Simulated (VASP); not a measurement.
# Cs (Im-3m) in VASP: notebook

The runs below take Cs through single point, with PBEsol.

Everything below comes from runs of VASP 6.6.1. Logs are shortened: lines on timing, memory, paths and dates and some standing lists are left out, and cuts for length are marked.

### Step 1. The cell of the first run

The structure is cubic, space group Im-3m (No. 229). The conventional cell has a = 6.257 Å, b = 6.257 Å, c = 6.257 Å, α = 90.00°, β = 90.00°, γ = 90.00°.

### Step 2. Single point, PBEsol, non-collinear spin, zero start, spin-orbit coupling

File INCAR:

```
SYSTEM = Cs
ALGO     = Normal         ! electronic algorithm
EDIFF    = 1E-6           ! SCF threshold, eV
ENCUT    = 520            ! plane-wave cutoff, eV
GGA      = PS             ! functional
GGA_COMPAT= .FALSE.      
ISIF     = 2              ! what is computed and relaxed
ISMEAR   = -1             ! smearing method
LASPH    = .TRUE.         ! aspherical terms in the spheres
LCHARG   = .TRUE.         ! write CHGCAR
LORBIT   = 11             ! projections on sites
LORBMOM  = .TRUE.       
LREAL    = .FALSE.        ! projectors in reciprocal space
LSORBIT  = .TRUE.         ! spin-orbit coupling
LVHAR    = .TRUE.       
LWAVE    = .FALSE.        ! write WAVECAR
MAGMOM   = 0 0 0          ! initial moments
NBANDS   = 20             ! bands
NELM     = 150            ! most SCF steps
PREC     = Accurate       ! precision mode
SIGMA    = 0.05           ! smearing width, eV
```

File KPOINTS:

```
k-points
0
G
  6 6 6
  0 0 0
```

File POSCAR:

```
Cs
1.0
   -3.1284650614      3.1284650614      3.1284650614
    3.1284650614     -3.1284650614      3.1284650614
    3.1284650614      3.1284650614     -3.1284650614
Cs
1
Direct
    0.0000000000      0.0000000000      0.0000000000
```

Potentials or basis: VASP PAW PBE potentials, release 64 (Cs_sv).

Command:

```console
$ cat potpaw_PBE.64/Cs_sv/POTCAR > POTCAR
$ mpirun -np 1 vasp_ncl > vasp.out
```

OUTCAR:

```text
SYSTEM = Cs
   EDIFF = 1E-6
   ENCUT = 520
   GGA = PS
   ISIF = 2
   ISMEAR = -1
   LASPH = .TRUE.
   LORBIT = 11
   LREAL = .FALSE.
   LSORBIT = .TRUE.
   NELM = 150
   PREC = Accurate

 ion  position               nearest neighbor table
   1  0.000  0.000  0.000-

  LATTYP: Found a body centered cubic cell.
 ALAT       =     6.2569301228

  Lattice vectors:

 A1 = (  -3.1284650614,   3.1284650614,   3.1284650614)
 A2 = (   3.1284650614,  -3.1284650614,   3.1284650614)
 A3 = (   3.1284650614,   3.1284650614,  -3.1284650614)

Analysis of symmetry for initial positions (statically):
=====================================================================
 Subroutine PRICEL returns:
 Original cell was already a primitive cell.

 Routine SETGRP: Setting up the symmetry group for a
 body centered cubic supercell.

 Subroutine GETGRP returns: Found 48 space group operations
 (whereof 48 operations were pure point group operations)
 out of a pool of 48 trial point group operations.

The static configuration has the point symmetry O_h .

Analysis of symmetry for dynamics (positions and initial velocities):
=====================================================================
 Subroutine PRICEL returns:
 Original cell was already a primitive cell.

 Routine SETGRP: Setting up the symmetry group for a
 body centered cubic supercell.

 Subroutine GETGRP returns: Found 48 space group operations
 (whereof 48 operations were pure point group operations)
 out of a pool of 48 trial point group operations.

The dynamic configuration has the point symmetry O_h .

Analysis of structural, dynamic, and magnetic symmetry:
=====================================================================
 Subroutine PRICEL returns:
 Original cell was already a primitive cell.

 Routine SETGRP: Setting up the symmetry group for a
 body centered cubic supercell.

 Subroutine GETGRP returns: Found 48 space group operations
 (whereof 48 operations were pure point group operations)
 out of a pool of 48 trial point group operations.

The overall configuration has the point symmetry O_h .

 Subroutine INISYM returns: Found 48 space group operations
 (whereof 48 operations are pure point group operations),
 and found     1 'primitive' translations

----------------------------------------------------------------------------------------

                                     Primitive cell

  volume of cell :     122.4768

  direct lattice vectors                    reciprocal lattice vectors
    -3.128465061  3.128465061  3.128465061     0.000000000  0.159822785  0.159822785
     3.128465061 -3.128465061  3.128465061     0.159822785  0.000000000  0.159822785
     3.128465061  3.128465061 -3.128465061     0.159822785  0.159822785  0.000000000

  length of vectors
     5.418660436  5.418660436  5.418660436     0.226023551  0.226023551  0.226023551

  position of ions in fractional coordinates (direct lattice)
     0.000000000  0.000000000  0.000000000

  ion indices of the primitive-cell ions
   primitive index   ion index
                 1           1

----------------------------------------------------------------------------------------

 KPOINTS: k-points

Automatic generation of k-mesh.
 Grid dimensions read from file:
 generate k-points for:    6    6    6

 Generating k-lattice:

  Cartesian coordinates                     Fractional coordinates (reciprocal lattice)
     0.000000000  0.026637131  0.026637131     0.166666667  0.000000000  0.000000000
     0.026637131  0.000000000  0.026637131     0.000000000  0.166666667  0.000000000
     0.026637131  0.026637131  0.000000000     0.000000000  0.000000000  0.166666667

  Length of vectors
     0.037670592  0.037670592  0.037670592

  Shift w.r.t. Gamma in fractional coordinates (k-lattice)
     0.000000000  0.000000000  0.000000000

[... 38 lines left out ...]
   LASPH  =      T    aspherical Exc in radial PAW
   ENCUT  =  520.0 eV  38.22 Ry    6.18 a.u.  10.08 10.08 10.08*2*pi/ulx,y,z
   NELM   =    150;   NELMIN=  2; NELMDL= -5     # of ELM steps
   EDIFF  = 0.1E-05   stopping-criterion for ELM
   LREAL  =      F    real-space projection
   EDIFFG = 0.1E-04   stopping-criterion for IOM
   NSW    =      0    number of steps for IOM
   IBRION =     -1    ionic relax: 0-MD 1-quasi-New 2-CG
   NFREE  =      0    steps in history (QN), initial steepest desc. (CG)
   ISIF   =      2    stress and relaxation
   ISYM   =      2    0-nonsym 1-usesym 2-fastsym
   POTIM  = 0.5000    time-step for ionic-motion
   TEBEG  =    0.0;   TEEND  =   0.0 temperature during run
   PSTRESS=    0.0 pullay stress
   NELECT =       9.0000    total number of electrons
   NUPDOWN=      -1.0000    fix difference up-down
   EMIN   =  10.00;   EMAX   =-10.00  energy-range for DOS
   EFERMI =   0.00;   METHOD = LEGACY
   ISMEAR =    -1;   SIGMA  =   0.05  broadening in eV -4-tet -1-fermi 0-gaus
   EFERMI_NEDOS =   21; number of points for ismear=-14 and -15
   IALGO  =     38    algorithm
   IMIX   =      4    mixing-type and parameters
     AMIX     =   0.40;   BMIX     =  1.00
     AMIX_MAG =   1.60;   BMIX_MAG =  1.00
  volume/ion in A,a.u.               =     122.48       826.51
  Fermi-wavevector in a.u.,A,eV,Ry     =   0.685706  1.295796  6.397353  0.470192
  Thomas-Fermi vector in A             =   1.765724
   LORBIT       =     11    0 simple, 1 ext, 2 COOP (PROOUT), +10 PAW based schemes
   GGA     = PS    functional components
   LHFCALC =     F    Hartree Fock is set to
   AEXX    =    0.0000 exact exchange contribution
   IVDW    =     0    specifies the selected vdW correction
   LEPSILON=     F    determine dielectric tensor
   LRPA    =     F    only Hartree local field effects (RPA)
  energy-cutoff  :      520.00
  volume of cell :      122.48
 maximum number of plane-waves:      6644
   NGX = 21   NGY = 21   NGZ = 21

 number of electron       8.9999999 magnetization      -0.0000000      0.0000000     -0.0000000

 number of electron       8.9999999 magnetization      -0.0000000     -0.0000000     -0.0000000

 number of electron       8.9999999 magnetization       0.0000000      0.0000000      0.0000000

 number of electron       8.9999999 magnetization       0.0000000     -0.0000000      0.0000000

 Free energy of the ion-electron system (eV)
  ---------------------------------------------------
  ext. energy  EPLUGINS =         0.00000000
  ---------------------------------------------------
  free energy    TOTEN  =        -1.09268494 eV

  energy without entropy =       -1.07469160  energy(sigma->0) =       -1.08368827

 E-fermi :   0.2306     XC(G=0):  -5.3169

 val. band max:        0.1049156928   @ k =   0.1667   0.1667   0.1667
 cond. band min:       0.2474430013   @ k =   0.3333   0.1667   0.0000
 fundamental gap:      0.1425273085
 Fermi energy:         0.2305621490

 k-point     1 :       0.0000    0.0000    0.0000
  band No.  band energies     occupation
      1     -23.6614      1.00000
      2     -23.6614      1.00000
      3     -11.4684      1.00000
      4     -11.4684      1.00000
      5      -9.8914      1.00000
      6      -9.8914      1.00000
[... 357 lines left out ...]
     19       4.3674      0.00000
     20       4.3681      0.00000

------------------------ aborting loop because EDIFF is reached ----------------------------------------

  FORCE on cell =-STRESS in cart. coord.  units (eV):
  Direction    XX          YY          ZZ          XY          YZ          ZX
  --------------------------------------------------------------------------------------
  -------------------------------------------------------------------------------------
  Total       -0.1571047     -0.1571047     -0.1571047     -0.0000000     -0.0000000      0.0000000
  in kB       -2.0551611     -2.0551611     -2.0551611     -0.0000000     -0.0000000      0.0000000
  external PRESSURE =      -2.0551611 kB  Pullay stress =       0.0000000 kB

 VOLUME and BASIS-vectors are now :
 -----------------------------------------------------------------------------
  energy-cutoff  :      520.00
  volume of cell :      122.48
      direct lattice vectors                 reciprocal lattice vectors
    -3.128465061  3.128465061  3.128465061     0.000000000  0.159822785  0.159822785
     3.128465061 -3.128465061  3.128465061     0.159822785  0.000000000  0.159822785
     3.128465061  3.128465061 -3.128465061     0.159822785  0.159822785  0.000000000

 POSITION                                       TOTAL-FORCE (eV/Angst)
 -----------------------------------------------------------------------------------
      0.00000      0.00000      0.00000         0.000000     -0.000000      0.000000
 -----------------------------------------------------------------------------------
    total drift:                               -0.000000     -0.000000     -0.000000

  FREE ENERGIE OF THE ION-ELECTRON SYSTEM (eV)
  ---------------------------------------------------
  free  energy   TOTEN  =        -1.0926849434 eV

  energy  without entropy=       -1.0746915987  energy(sigma->0) =       -1.08368827

 orbital moment (x)

 # of ion     p       d       tot
 ----------------------------------------
  1         0.000   0.000   0.000
 ----------------------------------------
            0.000   0.000   0.000

 orbital moment (y)

 # of ion     p       d       tot
 ----------------------------------------
  1         0.000  -0.000  -0.000
 ----------------------------------------
            0.000  -0.000  -0.000

 orbital moment (z)

 # of ion     p       d       tot
 ----------------------------------------
  1         0.000   0.000   0.000
 ----------------------------------------
            0.000   0.000   0.000

 Spin-Orbit-Coupling matrix elements

 Ion:    1  E_soc:     -0.3274689
 l=   1
     0.0000000    -0.0545765    -0.0545765
    -0.0545765     0.0000000    -0.0545765
    -0.0545765    -0.0545765     0.0000000
 l=   2
     0.0000000     0.0000007     0.0000000     0.0000007    -0.0000023
     0.0000007     0.0000000    -0.0000017     0.0000007    -0.0000006
     0.0000000    -0.0000017     0.0000000    -0.0000017     0.0000000
     0.0000007     0.0000007    -0.0000017     0.0000000    -0.0000006
    -0.0000023    -0.0000006     0.0000000    -0.0000006     0.0000000
 l=   3
     0.0000000     0.0000000     0.0000000     0.0000000     0.0000000     0.0000000     0.0000000
     0.0000000     0.0000000     0.0000000     0.0000000     0.0000000     0.0000000     0.0000000
     0.0000000     0.0000000     0.0000000     0.0000000     0.0000000     0.0000000     0.0000000
     0.0000000     0.0000000     0.0000000     0.0000000     0.0000000     0.0000000     0.0000000
     0.0000000     0.0000000     0.0000000     0.0000000     0.0000000     0.0000000     0.0000000
     0.0000000     0.0000000     0.0000000     0.0000000     0.0000000     0.0000000     0.0000000
     0.0000000     0.0000000     0.0000000     0.0000000     0.0000000     0.0000000     0.0000000

 total charge

# of ion       s       p       d       tot
------------------------------------------
    1        1.865   4.674   0.008   6.547

 magnetization (x)

# of ion       s       p       d       tot
------------------------------------------
    1       -0.000   0.000   0.000  -0.000

 magnetization (y)

# of ion       s       p       d       tot
------------------------------------------
    1        0.000  -0.000  -0.000   0.000

 magnetization (z)

# of ion       s       p       d       tot
------------------------------------------
    1        0.000  -0.000   0.000   0.000
```

Run time: 1.9 min. Hardware: 1 thread of Intel Xeon Platinum 8259CL at 2.50GHz (Skylake/Cascade Lake), shared host; peak memory 0.48 GiB.

Results:

```
Free energy                                           : -1.0927 eV
Pressure                                              : -0.2 GPa
Net moment                                            : 0.00 μB per cell
Valence electrons inside the program's atomic spheres : Cs 6.55
```

Moments on the atoms (μB; x, y, z):
```
Cs  0.00 0.00 0.00
```

Caveat: the PAW data sets were made with another functional, which shifts forces and pressure a little.

### Step 3. Single point, PBEsol

This run uses another cell than the first one, of 115.13 Å³/atom, 0.940 times its volume.

File INCAR:

```
SYSTEM = Cs
PREC = Accurate
ENCUT = 520
EDIFF = 1E-7
ISMEAR = -1
SIGMA = 0.05
LREAL = .False.
LASPH = .True.
NELM = 80
ALGO = Normal
ISIF = 2
LWAVE = .False.
LCHARG = .False.
GGA = PS
NBANDS = 10
```

File KPOINTS:

```
Automatic mesh
0
Gamma
  6 6 6
  0 0 0
```

File POSCAR:

```
Cs
1.0
   -3.0646009157      3.0646009157      3.0646009157
    3.0646009157     -3.0646009157      3.0646009157
    3.0646009157      3.0646009157     -3.0646009157
Cs
1
Direct
    0.0000000000      0.0000000000      0.0000000000
```

Potentials or basis: VASP PAW PBE potentials, release 64 (Cs_sv).

Command:

```console
$ cat potpaw_PBE.64/Cs_sv/POTCAR > POTCAR
$ mpirun -np 1 vasp_std > vasp.out
```

Run time: 14 s. Hardware: 1 thread of AMD EPYC 7R43 (Zen 3), shared host; peak memory 0.19 GiB.

It converged, with:

* Free energy: -0.9364 eV
* Pressure: -0.1 GPa

Levels at points of the mesh, in eV from the Fermi level:
```tsv
k point	band 2	band 3	band 4	band 5	band 6	band 7
(0.00, 0.00, 0.00)	-10.57	-10.57	-10.57	-1.69	2.49	2.49
(0.50, 0.00, 0.00)	-10.71	-10.62	-10.57	0.03	0.87	1.64
(0.50, 0.50, 0.50)	-10.67	-10.67	-10.67	0.66	0.66	2.99
```

Caveat: the PAW data sets were made with another functional, which shifts forces and pressure a little; spin-orbit coupling is left out, which moves the levels of the heavy elements.

### Step 4. Single point, PBEsol

This run uses another cell than the first one, of 117.58 Å³/atom, 0.960 times its volume.

File INCAR:

```
SYSTEM = Cs
PREC = Accurate
ENCUT = 520
EDIFF = 1E-7
ISMEAR = -1
SIGMA = 0.05
LREAL = .FALSE.
LASPH = .TRUE.
NELM = 100
ALGO = Normal
ISIF = 2
LWAVE = .FALSE.
LCHARG = .FALSE.
GGA = PS
NBANDS = 10
```

File KPOINTS:

```
Automatic mesh
0
G
  6 6 6
  0 0 0
```

File POSCAR:

```
Cs
1.0
   -3.0861833234      3.0861833234      3.0861833234
    3.0861833234     -3.0861833234      3.0861833234
    3.0861833234      3.0861833234     -3.0861833234
Cs
1
Direct
    0.0000000000      0.0000000000      0.0000000000
```

Command:

```console
$ cat potpaw_PBE.64/Cs_sv/POTCAR > POTCAR
$ mpirun -np 1 vasp_std > vasp.out
```

Wall time 14 s (1 thread of AMD EPYC 7R43 (Zen 3), shared host); peak memory 0.19 GiB.

It converged, with:

* Free energy: -0.9346 eV
* Pressure: -0.1 GPa

Levels at points of the mesh, in eV from the Fermi level:
```tsv
k point	band 1	band 2	band 3	band 4	band 5	band 6	band 7	band 8	band 9
(0.00, 0.00, 0.00)	-23.86	-10.59	-10.59	-10.59	-1.66	2.48	2.48	2.48	3.34
(0.50, 0.00, 0.00)	-23.86	-10.72	-10.63	-10.59	0.04	0.85	1.65	3.16	3.78
(0.50, 0.50, 0.50)	-23.85	-10.68	-10.68	-10.68	0.67	0.67	2.94	2.94	2.94
```

Caveat: the PAW data sets were made with another functional, which shifts forces and pressure a little; spin-orbit coupling is left out, which moves the levels of the heavy elements.

### Step 5. Single point, PBEsol

This run uses another cell than the first one, of 120.03 Å³/atom, 0.980 times its volume.

File INCAR:

```
  PREC = Accurate
  ENCUT = 520
  EDIFF = 1E-6
  ISMEAR = -1
  SIGMA = 0.05
  LREAL = F
  LASPH = T
  NELM = 60
  ALGO = Normal
  ISIF = 2
  LWAVE = F
  LCHARG = F
  GGA = PS
  NBANDS = 10
```

File KPOINTS:

```
regular mesh
0
Gamma
  6 6 6
```

File POSCAR:

```
Cs
1.0
   -3.1074680189      3.1074680189      3.1074680189
    3.1074680189     -3.1074680189      3.1074680189
    3.1074680189      3.1074680189     -3.1074680189
Cs
1
Direct
    0.0000000000      0.0000000000      0.0000000000
```

Command:

```console
$ cat potpaw_PBE.64/Cs_sv/POTCAR > POTCAR
$ mpirun -np 1 vasp_std > vasp.out
```

It took 13 s on 1 thread of AMD EPYC 7R43 (Zen 3), shared host; peak memory 0.19 GiB.

The run converged. Its results:

```yaml
Free_energy: -0.9323 eV
Pressure: -0.2 GPa
```

Levels at points of the mesh, in eV from the Fermi level:
```
           k point  band 1  band 2  band 3  band 4  band 5  band 6  band 7  band 8
(0.00, 0.00, 0.00)  -23.88  -10.60  -10.60  -10.60   -1.64    2.47    2.47    2.47
(0.50, 0.00, 0.00)  -23.87  -10.72  -10.64  -10.60    0.05    0.83    1.65    3.12
(0.50, 0.50, 0.50)  -23.87  -10.69  -10.69  -10.69    0.69    0.69    2.89    2.89
```

Caveat: the PAW data sets were made with another functional, which shifts forces and pressure a little; spin-orbit coupling is left out, which moves the levels of the heavy elements.

### Step 6. The runs side by side

| spin | cell | gap on the mesh (eV) | pressure (GPa) |
| --- | --- | --- | --- |
| non-collinear, zero start, SOC | a = 5.419 Å, angles 109.5°, 1 atom | - | -0.2 |
| off | a = 5.308 Å, angles 109.5°, 1 atom | none | -0.1 |
| off | a = 5.345 Å, angles 109.5°, 1 atom | none | -0.1 |
| off | a = 5.382 Å, angles 109.5°, 1 atom | none | -0.2 |

Alike in all rows: task single point; level PBEsol; potentials or basis VASP PAW PBE potentials, release 64 (Cs_sv); k mesh 6 × 6 × 6; cutoff (eV) 520; smearing fermi-dirac 0.05 eV.

Caveats: the PAW data sets were made with another functional, which shifts forces and pressure a little; spin-orbit coupling is left out, which moves the levels of the heavy elements (some runs).

Absolute energies hang on the potentials; compare differences alone.
